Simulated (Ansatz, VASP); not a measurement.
**Two plane-wave programs on AgCl**

Contents of INCAR:

```
ALGO = Normal
EDIFF = 1E-7
ENCUT = 520
GGA = PS
ISIF = 2
ISMEAR = 0
LASPH = True
LCHARG = False
LREAL = False
LWAVE = False
NBANDS = 16
NELM = 100
PREC = Accurate
SIGMA = 0.05
```

Contents of KPOINTS:

```
k-points
0
Gamma
  10 10 10
```

Contents of POSCAR:

```
AgCl
1.0
    0.0000000000      2.7731489427      2.7731489427
    2.7731489427      0.0000000000      2.7731489427
    2.7731489427      2.7731489427      0.0000000000
Ag Cl
1 1
Direct
    0.5000000000      0.5000000000      0.5000000000
    0.0000000000      0.0000000000      0.0000000000
```

Input for Ansatz:

```yaml
crystal:
  lattice:
    - [0.0, 2.7731489427, 2.7731489427]
    - [2.7731489427, 0.0, 2.7731489427]
    - [2.7731489427, 2.7731489427, 0.0]
  atoms:
    - { symbol: Ag, position: [0.5, 0.5, 0.5] }
    - { symbol: Cl, position: [0.0, 0.0, 0.0] }
basis:
  ecutwfc: 420
  ecutrho_ratio: 4
kpoints:
  mp_grid: { grid: [10, 10, 10] }
hamiltonian:
  xc: pbesol
scf:
  occupations: { method: gaussian, width: 0.05 }
output:
  forces: true
  stress: true
  eigenvalues: true
```

Alike in both runs: task single point; functional PBEsol; k mesh 10 × 10 × 10; occupations gaussian, width 0.05 eV; no spin polarisation.

|  | VASP | Ansatz |
| --- | --- | --- |
| version | VASP 6.6.1 | Ansatz 0.2.0 |
| potentials or method | VASP PAW PBE potentials, release 64 (Ag, Cl), cutoff 520 eV | scalar-relativistic, plane waves, PAW |
| valence electrons in the cell | 18 | 26 |

```tsv
	VASP	Ansatz	Ansatz less VASP
gap on the k mesh at the Fermi level (eV)	0.73	0.73	+0.002
least direct gap on the mesh (eV)	2.97	2.97	+0.001
pressure (GPa)	-2.7	-2.6	+0.10
```

VASP's potentials were made for PBE, not for PBEsol. VASP's potentials hold 18 valence electrons a cell and Ansatz's 26, so a difference there can come from the potentials and not from the codes.
